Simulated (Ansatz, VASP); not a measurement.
## GaAs5: VASP beside Ansatz

INCAR

```
SYSTEM = GaAs5
PREC = Accurate ; ENCUT = 600
EDIFF = 1E-7 ; ISMEAR = 0
SIGMA = 0.1 ; LREAL = .FALSE.
LASPH = .TRUE. ; NELM = 60
ALGO = Normal ; ISIF = 3
LWAVE = .FALSE. ; LCHARG = .FALSE.
GGA = PE ; IBRION = 2
NSW = 100 ; EDIFFG = -0.01
LUSENCCL = .FALSE.
```

Contents of KPOINTS:

```
regular mesh
0
G
  12 12 8
  0 0 0
```

POSCAR

```
GaAs5
1.0
    5.1565179410      0.0000000000      0.0000000000
   -2.5782589705      4.4656755320      0.0000000000
    0.0000000000      0.0000000000      5.2831845240
Ga As
1 5
Direct
    0.0000000000      0.0000000000      0.5000000000
    0.0000000000      0.7149997721      0.0000000000
    0.3333333333      0.6666666667      0.5000000000
    0.7149997721      0.0000000000      0.0000000000
    0.6666666667      0.3333333333      0.5000000000
    0.2850002279      0.2850002279      0.0000000000
```

Input for Ansatz:

```yaml
crystal:
  lattice:
    - [5.156517941, 0.0, 0.0]
    - [-2.5782589705, 4.465675532, 0.0]
    - [0.0, 0.0, 5.283184524]
  atoms:
    - { symbol: Ga, position: [0.0, 0.0, 0.5] }
    - { symbol: As, position: [0.0, 0.7149997721, 0.0] }
    - { symbol: As, position: [0.3333333333, 0.6666666667, 0.5] }
    - { symbol: As, position: [0.7149997721, 0.0, 0.0] }
    - { symbol: As, position: [0.6666666667, 0.3333333333, 0.5] }
    - { symbol: As, position: [0.2850002279, 0.2850002279, 0.0] }
basis:
  ecutwfc: 420
kpoints:
  mp_grid: { grid: [12, 12, 8] }
hamiltonian:
  xc: pbe
scf:
  occupations: { method: gaussian, width: 0.1 }
output:
  forces: true
  stress: true
  eigenvalues: true
relax:
  adjacent_minimum: "off"
  f_tol: 0.01
  max_steps: 80
  cell: { stress_tol: 0.05 }
```

Change from the starting cell: species swapped into the Mg5Sc type (P-62m, No. 189).

Alike in both runs: task relaxation of cell and atoms; functional PBE; k mesh 12 × 12 × 8; occupations gaussian, width 0.1 eV; no spin polarisation.

|  | VASP | Ansatz |
| --- | --- | --- |
| version | VASP 6.6.1 | Ansatz 0.2.0 |
| potentials or method | VASP PAW PBE potentials, release 64 (Ga_d, As), cutoff 600 eV | scalar-relativistic, plane waves, PAW |
| valence electrons in the cell | 38 | 88 |

|  | VASP | Ansatz | Ansatz less VASP |
| --- | --- | --- | --- |
| gap on the k mesh at the Fermi level, each at its own relaxed structure (eV) | none | none | - |
| relaxed volume (Å³/atom) | 20.01 | 20.00 | -0.004 |
| relaxed length of the cell vector where the two differ most in proportion (Å) | 5.152 | 5.156 | +0.0033 |

A gap of «none» marks a metal or a gap that the smearing closes. VASP's potentials hold 38 valence electrons a cell and Ansatz's 88, so a difference there can come from the potentials and not from the codes.

Noted on VASP's run: too few bands were computed for a metal, which touches its energy and stress.
